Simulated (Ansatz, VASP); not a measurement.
**One calculation of KP2, two programs**

```
CELL_PARAMETERS angstrom
3.80640 0.00000 0.00000
-1.90320 3.29644 0.00000
0.00000 0.00000 5.56422
ATOMIC_POSITIONS crystal
K 0.00000 0.00000 0.00000
P 0.33333 0.66667 0.57302
P 0.66667 0.33333 0.42698
```

Alike in both runs: functional PBE; dispersion D3(BJ); k mesh 6 × 6 × 4; occupations gaussian, width 0.1 eV; no spin polarisation.

Ansatz relaxed the structure, and its values are those at the end. VASP's run is a single point on that final structure, the one shown.

|  | VASP | Ansatz |
| --- | --- | --- |
| version | VASP 6.6.1 | Ansatz 0.2.0 |
| potentials or method | VASP PAW PBE potentials, release 64 (K_sv, P), cutoff 520 eV | scalar-relativistic, plane waves, PAW |
| valence electrons in the cell | 19 | 19 |

```csv
,VASP,Ansatz,Ansatz less VASP
gap on the k mesh at the Fermi level (eV),none,none,-
pressure (GPa),0.0,0.0,+0.05
rms of the force components (eV/Å),0.012,0.000,-0.0119
```

A gap of «none» marks a metal or a gap that the smearing closes.
